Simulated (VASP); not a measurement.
# WSe4 (R-3m) in VASP: notebook, part 2 of 2

VASP 6.6.1.

### 3 Single point, PBE, collinear spin, ferrimagnetic start

This run uses another cell than the first one, of 31.10 Å³/atom, 1.129 times its volume.

INCAR

```
SYSTEM = WSe4
PREC     = Accurate       ! precision mode
ENCUT    = 520            ! plane-wave cutoff, eV
EDIFF    = 1E-6           ! SCF threshold, eV
ISMEAR   = 0              ! smearing method
SIGMA    = 0.1            ! smearing width, eV
LREAL    = .False.        ! projectors in reciprocal space
LASPH    = .True.         ! aspherical terms in the spheres
NELM     = 150            ! most SCF steps
ALGO     = Normal         ! electronic algorithm
ISIF     = 2              ! what is computed and relaxed
LWAVE    = .False.        ! write WAVECAR
LCHARG   = .True.         ! write CHGCAR
ISPIN    = 2              ! spin polarisation
MAGMOM   = 3.91 -0.18 -0.18 -0.18 -0.18 ! initial moments
LORBIT   = 11             ! projections on sites
LMAXMIX  = 4              ! l up to which the mixer works
GGA      = PE             ! functional
LELF     = .True.         ! ELF
LVHAR    = .True.       
NBANDS   = 31             ! bands
```

KPOINTS

```
regular mesh
0
Gamma
  3 3 3
  0 0 0
```

POSCAR

```
WSe4
1.0
    3.3750138400      1.9485651500      3.9408340400
   -3.3750138400      1.9485651500      3.9408340400
    0.0000000000     -3.8971303000      3.9408340400
W Se
1 4
Direct
    0.0000000000      0.0000000000      0.0000000000
    0.5000000000      0.5000000000      0.0000000000
    0.0000000000      0.5000000000      0.5000000000
    0.5000000000      0.0000000000      0.5000000000
    0.5000000000      0.5000000000      0.5000000000
```

Potentials or basis: VASP PAW PBE potentials, release 64 (W_sv, Se).

On the command line:

```console
$ cat potpaw_PBE.64/W_sv/POTCAR potpaw_PBE.64/Se/POTCAR > POTCAR
$ mpirun -np 1 vasp_std > vasp.out
```

OUTCAR:

```text
SYSTEM = WSe4
   PREC = Accurate
   ENCUT = 520
   EDIFF = 1E-6
   ISMEAR = 0
   LREAL = .False.
   LASPH = .True.
   NELM = 150
   ISIF = 2
   ISPIN = 2
   LORBIT = 11
   GGA = PE

 ion  position               nearest neighbor table
   1  0.000  0.000  0.000-
   2  0.500  0.500  0.000-   5 2.77   5 2.77
   3  0.000  0.500  0.500-   5 2.77   5 2.77
   4  0.500  0.000  0.500-   5 2.77   5 2.77
   5  0.500  0.500  0.500-   3 2.77   4 2.77   4 2.77   3 2.77   2 2.77   2 2.77

  LATTYP: Found a trigonal (rhomboedric) cell.
 ALAT       =     5.5423638905
 COS(alpha) =     0.2583635971

  Lattice vectors:

 A1 = (   3.3750138400,   1.9485651500,   3.9408340400)
 A2 = (  -3.3750138400,   1.9485651500,   3.9408340400)
 A3 = (   0.0000000000,  -3.8971303000,   3.9408340400)

Analysis of symmetry for initial positions (statically):
=====================================================================
 Subroutine PRICEL returns:
 Original cell was already a primitive cell.

 Routine SETGRP: Setting up the symmetry group for a
 trigonal (rhombohedral) supercell.

 Subroutine GETGRP returns: Found 12 space group operations
 (whereof 12 operations were pure point group operations)
 out of a pool of 12 trial point group operations.

The static configuration has the point symmetry D_3d.

Analysis of symmetry for dynamics (positions and initial velocities):
=====================================================================
 Subroutine PRICEL returns:
 Original cell was already a primitive cell.

 Routine SETGRP: Setting up the symmetry group for a
 trigonal (rhombohedral) supercell.

 Subroutine GETGRP returns: Found 12 space group operations
 (whereof 12 operations were pure point group operations)
 out of a pool of 12 trial point group operations.

The dynamic configuration has the point symmetry D_3d.

Analysis of structural, dynamic, and magnetic symmetry:
=====================================================================
 Subroutine PRICEL returns:
 Original cell was already a primitive cell.

 Routine SETGRP: Setting up the symmetry group for a
 trigonal (rhombohedral) supercell.

 Subroutine GETGRP returns: Found 12 space group operations
 (whereof 12 operations were pure point group operations)
 out of a pool of 12 trial point group operations.

The overall configuration has the point symmetry D_3d.

 Subroutine INISYM returns: Found 12 space group operations
 (whereof 12 operations are pure point group operations),
 and found     1 'primitive' translations

----------------------------------------------------------------------------------------

                                     Primitive cell

  volume of cell :     155.4998

  direct lattice vectors                    reciprocal lattice vectors
     3.375013840  1.948565150  3.940834040     0.148147541  0.085533022  0.084584464
    -3.375013840  1.948565150  3.940834040    -0.148147541  0.085533022  0.084584464
     0.000000000 -3.897130300  3.940834040     0.000000000 -0.171066045  0.084584464

  length of vectors
     5.542363891  5.542363891  5.542363892     0.190835330  0.190835330  0.190835330

  position of ions in fractional coordinates (direct lattice)
     0.000000000  0.000000000  0.000000000
     0.500000000  0.500000000  0.000000000
[... 65 lines left out ...]
   LREAL  =      F    real-space projection
   EDIFFG = 0.1E-04   stopping-criterion for IOM
   NSW    =      0    number of steps for IOM
   IBRION =     -1    ionic relax: 0-MD 1-quasi-New 2-CG
   NFREE  =      0    steps in history (QN), initial steepest desc. (CG)
   ISIF   =      2    stress and relaxation
   ISYM   =      2    0-nonsym 1-usesym 2-fastsym
   POTIM  = 0.5000    time-step for ionic-motion
   TEBEG  =    0.0;   TEEND  =   0.0 temperature during run
   PSTRESS=    0.0 pullay stress
   NELECT =      38.0000    total number of electrons
   NUPDOWN=      -1.0000    fix difference up-down
   EMIN   =  10.00;   EMAX   =-10.00  energy-range for DOS
   EFERMI =   0.00;   METHOD = LEGACY
   ISMEAR =     0;   SIGMA  =   0.10  broadening in eV -4-tet -1-fermi 0-gaus
   EFERMI_NEDOS =   21; number of points for ismear=-14 and -15
   IALGO  =     38    algorithm
   IMIX   =      4    mixing-type and parameters
     AMIX     =   0.40;   BMIX     =  1.00
     AMIX_MAG =   1.60;   BMIX_MAG =  1.00
  volume/ion in A,a.u.               =      31.10       209.87
  Fermi-wavevector in a.u.,A,eV,Ry     =   1.023512  1.934156 14.253134  1.047576
  Thomas-Fermi vector in A             =   2.157249
   LORBIT       =     11    0 simple, 1 ext, 2 COOP (PROOUT), +10 PAW based schemes
   GGA     = PE    functional components
   LHFCALC =     F    Hartree Fock is set to
   AEXX    =    0.0000 exact exchange contribution
   IVDW    =     0    specifies the selected vdW correction
   LEPSILON=     F    determine dielectric tensor
   LRPA    =     F    only Hartree local field effects (RPA)
 spin polarized calculation
 Gauss-broadening in eV      SIGMA  =   0.10
  energy-cutoff  :      520.00
  volume of cell :      155.50
 maximum number of plane-waves:      4205
 NGX is ok and might be reduce to    42
   NGX = 21   NGY = 21   NGZ = 21

 number of electron      37.9999994 magnetization       3.4659422

 Free energy of the ion-electron system (eV)
  ---------------------------------------------------
  ext. energy  EPLUGINS =         0.00000000
  ---------------------------------------------------
  free energy    TOTEN  =       -18.97293522 eV

  energy without entropy =      -18.92842725  energy(sigma->0) =      -18.95068123

 E-fermi :   2.4200     XC(G=0):  -8.6572

 val. band max:        2.3963115631   @ k =   0.3333   0.3333  -0.0000
 cond. band min:       2.4292766577   @ k =   0.3333   0.3333   0.3333
 fundamental gap:      0.0329650946
 Fermi energy:         2.4200327510

 spin component 1

 k-point     1 :       0.0000    0.0000    0.0000
  band No.  band energies     occupation
      1     -72.4724      1.00000
      2     -36.9329      1.00000
      3     -36.9329      1.00000
      4     -36.7430      1.00000
      5     -12.6739      1.00000
      6      -9.6454      1.00000
[... 193 lines left out ...]
     30       9.9846      0.00000
     31      10.1544      0.00000
 Fermi energy:         2.4200327510

 spin component 2

 k-point     1 :       0.0000    0.0000    0.0000
  band No.  band energies     occupation
      1     -71.0034      1.00000
      2     -35.0455      1.00000
      3     -35.0455      1.00000
      4     -34.5357      1.00000
      5     -12.8381      1.00000
      6      -9.8392      1.00000
[... 193 lines left out ...]
     30       9.9467      0.00000
     31      10.3276      0.00000

------------------------ aborting loop because EDIFF is reached ----------------------------------------

  FORCE on cell =-STRESS in cart. coord.  units (eV):
  Direction    XX          YY          ZZ          XY          YZ          ZX
  --------------------------------------------------------------------------------------
  -------------------------------------------------------------------------------------
  Total       -8.2143006     -8.2143006     -2.7052034      0.0000000     -0.0000000      0.0000000
  in kB      -84.6352512    -84.6352513    -27.8728016      0.0000000     -0.0000000      0.0000000
  external PRESSURE =     -65.7144347 kB  Pullay stress =       0.0000000 kB

 VOLUME and BASIS-vectors are now :
 -----------------------------------------------------------------------------
  energy-cutoff  :      520.00
  volume of cell :      155.50
      direct lattice vectors                 reciprocal lattice vectors
     3.375013840  1.948565150  3.940834040     0.148147541  0.085533022  0.084584464
    -3.375013840  1.948565150  3.940834040    -0.148147541  0.085533022  0.084584464
     0.000000000 -3.897130300  3.940834040     0.000000000 -0.171066045  0.084584464

 POSITION                                       TOTAL-FORCE (eV/Angst)
 -----------------------------------------------------------------------------------
      0.00000      0.00000      0.00000        -0.000000     -0.000000      0.000000
      0.00000      1.94857      3.94083         0.000000     -0.000000     -0.000000
     -1.68751     -0.97428      3.94083        -0.000000      0.000000      0.000000
      1.68751     -0.97428      3.94083        -0.000000     -0.000000     -0.000000
      0.00000      0.00000      5.91125         0.000000     -0.000000      0.000000
 -----------------------------------------------------------------------------------
    total drift:                                0.000000     -0.000000     -0.000000

  FREE ENERGIE OF THE ION-ELECTRON SYSTEM (eV)
  ---------------------------------------------------
  free  energy   TOTEN  =       -18.9729352181 eV

  energy  without entropy=      -18.9284272509  energy(sigma->0) =      -18.95068123

 total charge

# of ion       s       p       d       tot
------------------------------------------
    1        2.284   5.979   3.272  11.534
    2        1.514   2.099   0.026   3.638
    3        1.514   2.099   0.026   3.638
    4        1.514   2.099   0.026   3.638
    5        1.525   2.044   0.056   3.625
--------------------------------------------------
tot          8.349  14.320   3.404  26.074

 magnetization (x)

# of ion       s       p       d       tot
------------------------------------------
    1        0.182   0.013   2.985   3.180
    2       -0.002  -0.146   0.001  -0.147
    3       -0.002  -0.146   0.001  -0.147
    4       -0.002  -0.146   0.001  -0.147
    5       -0.014  -0.121  -0.005  -0.140
--------------------------------------------------
tot          0.162  -0.546   2.984   2.599
```

It took 47 s on 1 thread of AMD EPYC 9R45 (Zen 5), shared host; peak memory 0.29 GiB.

What came out:

* Free energy: -18.9729 eV
* Pressure: -6.6 GPa
* Net moment: 3.47 μB per cell
* Site moments: W +3.18; Se -0.15, -0.14 μB
* Valence electrons inside the program's atomic spheres: W 11.53; Se 3.64, 3.62

Stress tensor (GPa, compression positive):
```
-8.46  0.00  0.00
 0.00 -8.46  0.00
 0.00  0.00 -2.79
```

Levels at points of the mesh, in eV from the Fermi level:
Spin up:
```csv
k point,band 19,band 20,band 21,band 22,band 23,band 24
"(0.00, 0.00, 0.00)",-0.94,-0.83,-0.21,0.13,0.13,2.99
```
Spin down:
| k point | band 13 | band 14 | band 15 | band 16 | band 17 | band 18 | band 19 | band 20 | band 21 | band 22 |
| --- | --- | --- | --- | --- | --- | --- | --- | --- | --- | --- |
| (0.00, 0.00, 0.00) | -2.67 | -2.49 | -0.52 | 0.03 | 0.06 | 0.06 | 1.21 | 1.21 | 1.45 | 1.45 |

Caveat: the k points lie up to 0.40 Å⁻¹ apart; spin-orbit coupling is left out, which moves the levels of the heavy elements.
